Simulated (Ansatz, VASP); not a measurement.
# GaAs: VASP beside Ansatz

```
CELL_PARAMETERS angstrom
0.00000 2.82685 2.82685
2.82685 0.00000 2.82685
2.82685 2.82685 0.00000
ATOMIC_POSITIONS crystal
As 0.75000 0.75000 0.75000
Ga 0.00000 0.00000 0.00000
```

Alike in both runs: functional B3LYP; k mesh 4 × 4 × 4; occupations fermi-dirac, width 0.05 eV; no spin polarisation.

|  | VASP | Ansatz |
| --- | --- | --- |
| version | VASP 6.6.1 | Ansatz 0.2.0 |
| potentials or method | VASP PAW PBE potentials, release 64 (As, Ga_d) | Ansatz PAW |
| plane-wave cutoff (eV) | 520 | 420 |
| valence electrons in the cell | 18 | 28 |
| task | single point | band structure |

|  | VASP | Ansatz | Ansatz less VASP |
| --- | --- | --- | --- |
| gap on the k mesh at the Fermi level (eV) | 1.70 | 1.62 | -0.083 |
| least direct gap on the mesh (eV) | 1.70 | 1.62 | -0.083 |
| pressure (GPa) | 4.4 | 4.4 | -0.03 |

VASP's potentials were made for PBE, not for B3LYP. VASP's potentials hold 18 valence electrons a cell and Ansatz's 28, so a difference there can come from the potentials and not from the codes.

The k mesh is coarse, so the values compare programs but aren't converged.
